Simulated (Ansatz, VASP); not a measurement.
**One calculation of Ba2Tl5V3O12, two programs**

```
Ba V Tl O
1.0
    -1.95400   -0.00942    5.78307
     6.46158   -6.67445   -0.03147
     6.45244    6.66562   -0.05607
Ba V Tl O
2 3 5 12
Cartesian
  6.4549 0.2552 -0.0377
  6.4661 -3.9158 -0.0342
  9.8469 1.9180 1.4163
  1.1174 1.9229 4.2759
  5.4725 -1.0048 2.8500
  7.4942 2.3936 3.6119
  3.4732 2.3835 2.0889
  5.4766 6.4654 2.8281
  2.3716 -1.2287 1.2109
  8.5737 -1.2237 4.4490
  0.8702 1.7337 2.5546
  6.4405 0.0657 3.8534
  7.0223 -3.2426 4.8482
  8.1427 1.8100 1.1416
  6.5209 -1.8232 1.7801
  0.1664 0.7368 5.1006
  4.4450 -1.8270 3.9373
  10.7874 0.7303 0.5813
  3.9517 -3.2387 0.8690
  2.8186 1.8054 4.5626
  10.1058 1.7220 3.1348
  4.4911 0.0408 1.8329
```

Change from the starting cell: cell x1, atoms moved at random (sigma 0.05 Å) and cell strained at random (1.5 %), then relaxed without symmetry.

Alike in both runs: functional PBE; k mesh 2 × 2 × 2; occupations gaussian, width 0.1 eV; no spin polarisation.

Ansatz relaxed the structure, and its values are those at the end. VASP's run is a single point on that final structure, the one shown.

|  | VASP | Ansatz |
| --- | --- | --- |
| version | VASP 6.6.1 | Ansatz 0.2.0 |
| potentials or method | VASP PAW PBE potentials, release 64 (Ba_sv, V_sv, Tl_d, O), cutoff 520 eV | scalar-relativistic, plane waves, PAW |
| valence electrons in the cell | 196 | 196 |

```csv
,VASP,Ansatz,Ansatz less VASP
gap on the k mesh at the Fermi level (eV),2.89,2.90,+0.010
least direct gap on the mesh (eV),2.94,2.94,+0.006
pressure (GPa),0.5,0.0,-0.52
rms of the force components (eV/Å),0.058,0.006,-0.0522
```

With one functional, cell and mesh, what is left measures potentials, basis and numerics.

The k mesh is coarse, so the values compare programs but aren't converged. Spin-orbit coupling is off throughout.
